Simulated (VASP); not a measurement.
## MnSb: single point with PBEsol

MnSb:

```xyz
4
Lattice="4.1200 0.0000 0.0000 -2.0600 3.5680 0.0000 0.0000 0.0000 5.7950" Properties=species:S:1:pos:R:3 pbc="T T T"
Sb    0.0000    2.3787    1.4487
Sb    2.0600    1.1893    4.3462
Mn    0.0000    0.0000    0.0000
Mn    0.0000    0.0000    2.8975
```

* Program: VASP 6.6.1
* Task: single point
* Functional: PBEsol
* Potentials or basis: VASP PAW PBE potentials, release 64 (Sb, Mn_pv)
* Cutoff: 520 eV
* k mesh: 7 × 7 × 5
* Occupations: fermi-dirac, width 0.1 eV
* Spin: collinear spin, ferromagnetic start
* Starting moments: [0.0, 0.0, 4.5, 4.5] μB

The pressure is -6.6 GPa. The net moment is 6.61 μB per cell and the site moments are Sb -0.12; Mn +3.34 μB. The valence electrons inside the program's atomic spheres are Sb 2.45; Mn 11.53.

Stress tensor (GPa, compression positive):
```
-6.02  0.00  0.00
 0.00 -6.02  0.00
 0.00  0.00 -7.74
```

Levels at points of the mesh, in eV from the Fermi level:
Spin up:
| k point | band 19 | band 20 | band 21 | band 22 | band 23 | band 24 |
| --- | --- | --- | --- | --- | --- | --- |
| (0.00, 0.00, 0.00) | -0.50 | 0.54 | 0.54 | 2.35 | 2.35 | 2.60 |
Spin down:
```csv
k point,band 12,band 13,band 14,band 15,band 16,band 17,band 18,band 19
"(0.00, 0.00, 0.00)",-0.89,-0.05,-0.05,0.27,0.27,0.64,0.64,1.37
```

Wall time 45 s on 1 thread of Intel(R) Xeon(R) 6975P-C (Granite Rapids) (shared host), peak memory 0.3 GiB.

Caveat: the cell stands under tension; the PAW data sets were made with another functional, which shifts forces and pressure a little; spin-orbit coupling is left out, which moves the levels of the heavy elements; only a ferromagnetic start was run, and an antiferromagnetic order may lie lower in energy.
